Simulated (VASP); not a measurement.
# SiO2 (Cristobalite) (P4_12_12) in VASP: notebook

The runs below take SiO2 (Cristobalite) through single point, relaxation of the atoms, with PBE.

All numbers are computed with VASP 6.6.1; they aren't measurements. Logs are shortened: lines on timing, memory, paths and dates and some standing lists are left out, and cuts for length are marked.

### Step 1. The cell of the first run

The structure is tetragonal, space group P4_12_12 (No. 92). The conventional cell has a = 4.989 Å, b = 4.989 Å, c = 6.991 Å, α = 90.00°, β = 90.00°, γ = 90.00°. Si (site symmetry 2) has 4 O at 1.63 Å within 2.2 Å. Within 2.2 Å of O (site symmetry 1) lie 2 Si at 1.63 Å.

### Step 2. Single point, PBE

Contents of INCAR:

```
ALGO = Normal
EDIFF = 1E-7
ENCUT = 520
GGA = PE
ISIF = 2
ISMEAR = -1
LASPH = T
LCHARG = F
LREAL = F
LWAVE = F
NBANDS = 44
NELM = 60
PREC = Accurate
SIGMA = 0.02
```

Contents of KPOINTS:

```
k-points
0
Gamma
  4 4 3
```

Contents of POSCAR:

```
SiO2
1.0
    4.9890000000      0.0000000000      0.0000000000
    0.0000000000      4.9890000000      0.0000000000
    0.0000000000      0.0000000000      6.9910000000
Si O
4 8
Direct
    0.3028320354      0.3028320354      0.0000000000
    0.1971679646      0.8028320354      0.2500000000
    0.6971679646      0.6971679646      0.5000000000
    0.8028320354      0.1971679646      0.7500000000
    0.2377294409      0.1119442125      0.1825996776
    0.3880557875      0.7377294409      0.4325996776
    0.7622705591      0.8880557875      0.6825996776
    0.6119442125      0.2622705591      0.9325996776
    0.7377294409      0.3880557875      0.5674003224
    0.8880557875      0.7622705591      0.3174003224
    0.2622705591      0.6119442125      0.0674003224
    0.1119442125      0.2377294409      0.8174003224
```

Potentials or basis: VASP PAW PBE potentials, release 64 (Si, O).

Run with:

```
$ cat potpaw_PBE.64/Si/POTCAR potpaw_PBE.64/O/POTCAR > POTCAR
$ mpirun -np 1 vasp_std > vasp.out
```

OUTCAR:

```text
EDIFF = 1E-7
   ENCUT = 520
   GGA = PE
   ISIF = 2
   ISMEAR = -1
   LASPH = T
   LREAL = F
   NELM = 60
   PREC = Accurate

 ion  position               nearest neighbor table
   1  0.303  0.303  0.000-   8 1.63  11 1.63   5 1.63  12 1.63   2 3.09   4 3.09   2 3.09   4 3.09

   2  0.197  0.803  0.250-   5 1.63  10 1.63   6 1.63  11 1.63   1 3.09   3 3.09   1 3.09   3 3.09

   3  0.697  0.697  0.500-   6 1.63   9 1.63   7 1.63  10 1.63   2 3.09   4 3.09   4 3.09   2 3.09

   4  0.803  0.197  0.750-   7 1.63  12 1.63   9 1.63   8 1.63   1 3.09   3 3.09   3 3.09   1 3.09

   5  0.238  0.112  0.183-   2 1.63   1 1.63
   6  0.388  0.738  0.433-   3 1.63   2 1.63
   7  0.762  0.888  0.683-   4 1.63   3 1.63
   8  0.612  0.262  0.933-   1 1.63   4 1.63
   9  0.738  0.388  0.567-   3 1.63   4 1.63
  10  0.888  0.762  0.317-   2 1.63   3 1.63
  11  0.262  0.612  0.067-   1 1.63   2 1.63
  12  0.112  0.238  0.817-   4 1.63   1 1.63

  LATTYP: Found a simple tetragonal cell.
 ALAT       =     4.9890000000
 C/A-ratio  =     1.4012828222

  Lattice vectors:

 A1 = (   4.9890000000,   0.0000000000,   0.0000000000)
 A2 = (   0.0000000000,   4.9890000000,   0.0000000000)
 A3 = (   0.0000000000,   0.0000000000,   6.9910000000)

Analysis of symmetry for initial positions (statically):
=====================================================================
 Subroutine PRICEL returns:
 Original cell was already a primitive cell.

 Routine SETGRP: Setting up the symmetry group for a
 simple tetragonal supercell.

 Subroutine GETGRP returns: Found  8 space group operations
 (whereof  2 operations were pure point group operations)
 out of a pool of 16 trial point group operations.

The static configuration has the point symmetry C_2 .
 The point group associated with its full space group is D_4 .

Analysis of symmetry for dynamics (positions and initial velocities):
=====================================================================
 Subroutine PRICEL returns:
 Original cell was already a primitive cell.

 Routine SETGRP: Setting up the symmetry group for a
 simple tetragonal supercell.

 Subroutine GETGRP returns: Found  8 space group operations
 (whereof  2 operations were pure point group operations)
 out of a pool of 16 trial point group operations.

The dynamic configuration has the point symmetry C_2 .
 The point group associated with its full space group is D_4 .

 Subroutine INISYM returns: Found  8 space group operations
 (whereof  2 operations are pure point group operations),
 and found     1 'primitive' translations

----------------------------------------------------------------------------------------

                                     Primitive cell

  volume of cell :     174.0068

  direct lattice vectors                    reciprocal lattice vectors
     4.989000000  0.000000000  0.000000000     0.200440970  0.000000000  0.000000000
     0.000000000  4.989000000  0.000000000     0.000000000  0.200440970  0.000000000
     0.000000000  0.000000000  6.991000000     0.000000000  0.000000000  0.143041053

  length of vectors
     4.989000000  4.989000000  6.991000000     0.200440970  0.200440970  0.143041053

  position of ions in fractional coordinates (direct lattice)
     0.302832035  0.302832035  0.000000000
     0.197167965  0.802832035  0.250000000
     0.697167965  0.697167965  0.500000000
     0.802832035  0.197167965  0.750000000
     0.237729441  0.111944212  0.182599678
     0.388055788  0.737729441  0.432599678
     0.762270559  0.888055788  0.682599678
     0.611944212  0.262270559  0.932599678
     0.737729441  0.388055788  0.567400322
     0.888055788  0.762270559  0.317400322
     0.262270559  0.611944212  0.067400322
     0.111944212  0.237729441  0.817400322

  ion indices of the primitive-cell ions
   primitive index   ion index
                 1           1
                 2           2
                 3           3
                 4           4
                 5           5
                 6           6
                 7           7
                 8           8
                 9           9
                10          10
                11          11
                12          12

----------------------------------------------------------------------------------------

 KPOINTS: k-points

Automatic generation of k-mesh.
 Grid dimensions read from file:
 generate k-points for:    4    4    3

 Generating k-lattice:

  Cartesian coordinates                     Fractional coordinates (reciprocal lattice)
     0.050110243  0.000000000  0.000000000     0.250000000  0.000000000  0.000000000
     0.000000000  0.050110243  0.000000000     0.000000000  0.250000000  0.000000000
     0.000000000  0.000000000  0.047680351     0.000000000  0.000000000  0.333333333

  Length of vectors
     0.050110243  0.050110243  0.047680351

  Shift w.r.t. Gamma in fractional coordinates (k-lattice)
     0.000000000  0.000000000  0.000000000

 Subroutine IBZKPT returns following result:
 ===========================================

 Found     12 irreducible k-points:

 Following reciprocal coordinates:
            Coordinates               Weight
  0.000000  0.000000  0.000000      1.000000
  0.250000  0.000000  0.000000      4.000000
  0.500000  0.000000  0.000000      2.000000
  0.250000  0.250000  0.000000      4.000000
  0.500000  0.250000  0.000000      4.000000
  0.500000  0.500000  0.000000      1.000000
  0.000000  0.000000  0.333333      2.000000
  0.250000  0.000000  0.333333      8.000000
  0.500000  0.000000  0.333333      4.000000
  0.250000  0.250000  0.333333      8.000000
  0.500000  0.250000  0.333333      8.000000
  0.500000  0.500000  0.333333      2.000000
   k-points           NKPTS =     12   k-points in BZ     NKDIM =     12   number of bands    NBANDS=     44
   number of dos      NEDOS =    301   number of ions     NIONS =     12
   total plane-waves  NPLWV =  86400
   dimension x,y,z NGX =    40 NGY =   40 NGZ =   54
   dimension x,y,z NGXF=    80 NGYF=   80 NGZF=  108
   ions per type =               4   8
   NGX,Y,Z   is equivalent  to a cutoff of  13.33, 13.33, 12.84 a.u.
   NGXF,Y,Z  is equivalent  to a cutoff of  26.66, 26.66, 25.68 a.u.
 SYSTEM =  unknown system
   PREC   = accura    normal or accurate (medium, high low for compatibility)
   ISTART =      0    job   : 0-new  1-cont  2-samecut
   ICHARG =      2    charge: 1-file 2-atom 10-const
   ISPIN  =      1    spin polarized calculation?
   LNONCOLLINEAR =      F non collinear calculations
   LSORBIT =      F    spin-orbit coupling
   LASPH  =      T    aspherical Exc in radial PAW
   ENCUT  =  520.0 eV  38.22 Ry    6.18 a.u.   9.28  9.28 13.00*2*pi/ulx,y,z
   NELM   =     60;   NELMIN=  2; NELMDL= -5     # of ELM steps
   EDIFF  = 0.1E-06   stopping-criterion for ELM
   LREAL  =      F    real-space projection
   EDIFFG = 0.1E-05   stopping-criterion for IOM
   NSW    =      0    number of steps for IOM
   IBRION =     -1    ionic relax: 0-MD 1-quasi-New 2-CG
   NFREE  =      0    steps in history (QN), initial steepest desc. (CG)
   ISIF   =      2    stress and relaxation
   ISYM   =      2    0-nonsym 1-usesym 2-fastsym
   POTIM  = 0.5000    time-step for ionic-motion
   TEBEG  =    0.0;   TEEND  =   0.0 temperature during run
   PSTRESS=    0.0 pullay stress
   NELECT =      64.0000    total number of electrons
   NUPDOWN=      -1.0000    fix difference up-down
   EMIN   =  10.00;   EMAX   =-10.00  energy-range for DOS
   EFERMI =   0.00;   METHOD = LEGACY
   ISMEAR =    -1;   SIGMA  =   0.02  broadening in eV -4-tet -1-fermi 0-gaus
   EFERMI_NEDOS =   21; number of points for ismear=-14 and -15
   IALGO  =     38    algorithm
   IMIX   =      4    mixing-type and parameters
     AMIX     =   0.40;   BMIX     =  1.00
     AMIX_MAG =   1.60;   BMIX_MAG =  1.00
  volume/ion in A,a.u.               =      14.50        97.85
  Fermi-wavevector in a.u.,A,eV,Ry     =   1.172950  2.216554 18.719045  1.375811
  Thomas-Fermi vector in A             =   2.309370
   LORBIT       =      0    0 simple, 1 ext, 2 COOP (PROOUT), +10 PAW based schemes
   GGA     = PE    functional components
   LHFCALC =     F    Hartree Fock is set to
   AEXX    =    0.0000 exact exchange contribution
   IVDW    =     0    specifies the selected vdW correction
   LEPSILON=     F    determine dielectric tensor
   LRPA    =     F    only Hartree local field effects (RPA)
 non-spin polarized calculation
  energy-cutoff  :      520.00
  volume of cell :      174.01
 maximum number of plane-waves:      4702
 NGX is ok and might be reduce to    40
   NGX = 19   NGY = 19   NGZ = 25

 number of electron      63.9999981 magnetization

 Free energy of the ion-electron system (eV)
  ---------------------------------------------------
  ext. energy  EPLUGINS =         0.00000000
  ---------------------------------------------------
  free energy    TOTEN  =       -94.90916259 eV

  energy without entropy =      -94.90916259  energy(sigma->0) =      -94.90916259

 E-fermi :   0.5112     XC(G=0):  -8.3978

 val. band max:        0.0379219832   @ k =   0.0000   0.0000   0.0000
 cond. band min:       5.6413803466   @ k =   0.0000   0.0000   0.0000
 fundamental gap:      5.6034583634
 Fermi energy:         0.5111797724

 k-point     1 :       0.0000    0.0000    0.0000
  band No.  band energies     occupation
      1     -19.3033      2.00000
      2     -18.4261      2.00000
      3     -18.4261      2.00000
      4     -17.3063      2.00000
      5     -17.2339      2.00000
      6     -17.2333      2.00000
[... 36 lines left out ...]
     43      11.2550      0.00000
     44      11.6835      0.00000
[... 476 lines left out ...]
      4     -18.3757      2.00000
      5     -17.3135      2.00000
      6     -17.3135      2.00000
[... 36 lines left out ...]
     43      10.5203      0.00000
     44      10.5203      0.00000

------------------------ aborting loop because EDIFF is reached ----------------------------------------

  FORCE on cell =-STRESS in cart. coord.  units (eV):
  Direction    XX          YY          ZZ          XY          YZ          ZX
  --------------------------------------------------------------------------------------
  -------------------------------------------------------------------------------------
  Total        1.3677247      1.3677247      0.7188684      0.0000000      0.0000000      0.0000000
  in kB       12.5933990     12.5933990      6.6190196      0.0000000      0.0000000      0.0000000
  external PRESSURE =      10.6019392 kB  Pullay stress =       0.0000000 kB

 VOLUME and BASIS-vectors are now :
 -----------------------------------------------------------------------------
  energy-cutoff  :      520.00
  volume of cell :      174.01
      direct lattice vectors                 reciprocal lattice vectors
     4.989000000  0.000000000  0.000000000     0.200440970  0.000000000  0.000000000
     0.000000000  4.989000000  0.000000000     0.000000000  0.200440970  0.000000000
     0.000000000  0.000000000  6.991000000     0.000000000  0.000000000  0.143041053

 POSITION                                       TOTAL-FORCE (eV/Angst)
 -----------------------------------------------------------------------------------
      1.51083      1.51083      0.00000         0.021458      0.021458      0.000000
      0.98367      4.00533      1.74775        -0.021458      0.021458      0.000000
      3.47817      3.47817      3.49550        -0.021458     -0.021458      0.000000
      4.00533      0.98367      5.24325         0.021458     -0.021458      0.000000
      1.18603      0.55849      1.27655         0.001559     -0.004532     -0.000966
      1.93601      3.68053      3.02430         0.004532      0.001559     -0.000966
      3.80297      4.43051      4.77205        -0.001559      0.004532     -0.000966
      3.05299      1.30847      6.51980        -0.004532     -0.001559     -0.000966
      3.68053      1.93601      3.96670         0.001559      0.004532      0.000966
      4.43051      3.80297      2.21895         0.004532     -0.001559      0.000966
      1.30847      3.05299      0.47120        -0.001559     -0.004532      0.000966
      0.55849      1.18603      5.71445        -0.004532      0.001559      0.000966
 -----------------------------------------------------------------------------------
    total drift:                               -0.000000      0.000000     -0.000000

  FREE ENERGIE OF THE ION-ELECTRON SYSTEM (eV)
  ---------------------------------------------------
  free  energy   TOTEN  =       -94.9091625908 eV

  energy  without entropy=      -94.9091625908  energy(sigma->0) =      -94.90916259
```

Wall time 94 s (1 thread of Intel Xeon Platinum 8259CL at 2.50GHz (Skylake/Cascade Lake), shared host); peak memory 0.29 GiB.

Results:

```
Free energy            : -94.9092 eV
Pressure               : 1.1 GPa
Largest force          : 0.030 eV/Å
Band gap on the k mesh : 5.60 eV, direct
```

Forces in eV/Å, atoms in the order of the input:
```
Si   0.021  0.021  0.000
Si  -0.021  0.021  0.000
Si  -0.021 -0.021  0.000
Si   0.021 -0.021  0.000
O    0.002 -0.005 -0.001
O    0.005  0.002 -0.001
O   -0.002  0.005 -0.001
O   -0.005 -0.002 -0.001
O    0.002  0.005  0.001
O    0.005 -0.002  0.001
O   -0.002 -0.005  0.001
O   -0.005  0.002  0.001
```

Levels at points of the mesh, in eV from the valence-band top:
```csv
k point,band 28,band 29,band 30,band 31,band 32,band 33,band 34,band 35,band 36,band 37
"(0.00, 0.00, 0.00)",-1.24,-0.65,-0.32,-0.32,0.00,5.60,8.74,8.74,9.11,9.11
"(0.50, 0.00, 0.00)",-0.98,-0.63,-0.63,-0.48,-0.48,7.63,7.63,9.20,9.20,9.67
"(0.50, 0.50, 0.00)",-1.27,-0.57,-0.57,-0.52,-0.52,8.62,8.62,8.68,8.68,9.67
```

As with any semilocal functional, this PBE gap is likely too small.

### Step 3. Relaxation of the atoms, PBE

Contents of INCAR:

```
ALGO = Normal ; EDIFF = 1E-6
EDIFFG = -0.02 ; ENCUT = 520
GGA = PE ; IBRION = 2
ISIF = 2 ; ISMEAR = -1
LASPH = T ; LCHARG = F
LREAL = F ; LWAVE = F
NELM = 60 ; NSW = 80
PREC = Accurate ; SIGMA = 0.02
```

KPOINTS is that of step 2.

Contents of POSCAR:

```
SiO2
1.0
    4.9890000000      0.0000000000      0.0000000000
    0.0000000000      4.9890000000      0.0000000000
    0.0000000000      0.0000000000      6.9910000000
Si O
4 8
Direct
    0.2976700000      0.2976700000      0.0000000000
    0.2023300000      0.7976700000      0.2500000000
    0.7023300000      0.7023300000      0.5000000000
    0.7976700000      0.2023300000      0.7500000000
    0.2410200000      0.0999400000      0.1760200000
    0.4000600000      0.7410200000      0.4260200000
    0.7589800000      0.9000600000      0.6760200000
    0.5999400000      0.2589800000      0.9260200000
    0.7410200000      0.4000600000      0.5739800000
    0.9000600000      0.7589800000      0.3239800000
    0.2589800000      0.5999400000      0.0739800000
    0.0999400000      0.2410200000      0.8239800000
```

Potentials or basis: VASP PAW PBE potentials, release 64 (Si, O).

Run with:

```
$ cat potpaw_PBE.64/Si/POTCAR potpaw_PBE.64/O/POTCAR > POTCAR
$ mpirun -np 1 vasp_std > vasp.out
```

Run time: 10 min. Hardware: 1 thread of Intel Xeon Platinum 8375C at 2.90GHz (Ice Lake), shared host; peak memory 0.31 GiB.

It converged, with:

```yaml
Free_energy: -94.9092 eV
Energy_gained_by_relaxing: 10.6 meV/atom
Ionic_steps: 20
Pressure_after_relaxing: 1.1 GPa
Largest_force_after_relaxing: 0.019 eV/Å
Band_gap_on_the_k_mesh: 5.60 eV, direct
```

Forces on the atoms (eV/Å):
```
Si   0.013  0.013  0.000
Si  -0.013  0.013  0.000
Si  -0.013 -0.013  0.000
Si   0.013 -0.013  0.000
O   -0.001  0.001 -0.004
O   -0.001 -0.001 -0.004
O    0.001 -0.001 -0.004
O    0.001  0.001 -0.004
O   -0.001 -0.001  0.004
O   -0.001  0.001  0.004
O    0.001  0.001  0.004
O    0.001 -0.001  0.004
```

Stress tensor (GPa, compression positive):
```
1.28 0.00 0.00
0.00 1.28 0.00
0.00 0.00 0.65
```

Step by step:
```tsv
step	energy change (eV)	largest force (eV/Å)	pressure (GPa)
1	0.0000	0.4483	7.00
2	-0.0424	0.5529	5.47
3	-0.0426	0.5904	5.35
4	-0.0652	0.4813	4.68
5	-0.0983	0.1771	2.71
6	-0.0988	0.1907	2.44
7	-0.1023	0.2010	2.42
8	-0.1104	0.2315	2.35
9	-0.1167	0.2911	2.20
10	-0.1193	0.2153	2.15
11	-0.1230	0.0813	2.00
12	-0.1230	0.0818	2.00
13	-0.1234	0.0773	1.95
14	-0.1245	0.0644	1.81
15	-0.1260	0.0420	1.52
16	-0.1267	0.0475	0.94
17	-0.1268	0.0387	1.09
18	-0.1268	0.0604	1.05
19	-0.1269	0.0254	1.07
20	-0.1270	0.0187	1.07
```

Final structure:
```
Si O
1.0
     4.98900    0.00000    0.00000
     0.00000    4.98900    0.00000
     0.00000    0.00000    6.99100
Si O
4 8
Direct
  0.30290 0.30290 0.00000
  0.19710 0.80290 0.25000
  0.69710 0.69710 0.50000
  0.80290 0.19710 0.75000
  0.23784 0.11194 0.18259
  0.38806 0.73784 0.43259
  0.76216 0.88806 0.68259
  0.61194 0.26216 0.93259
  0.73784 0.38806 0.56741
  0.88806 0.76216 0.31741
  0.26216 0.61194 0.06741
  0.11194 0.23784 0.81741
```

Levels at points of the mesh, in eV from the valence-band top:
```
           k point  band 29  band 30  band 31  band 32  band 33  band 34  band 35  band 36
(0.00, 0.00, 0.00)    -0.65    -0.32    -0.32     0.00     5.60     8.74     8.74     9.11
(0.50, 0.00, 0.00)    -0.63    -0.63    -0.48    -0.48     7.63     7.63     9.20     9.20
(0.50, 0.50, 0.00)    -0.57    -0.57    -0.52    -0.52     8.61     8.61     8.68     8.68
```

As with any semilocal functional, this PBE gap is likely too small.
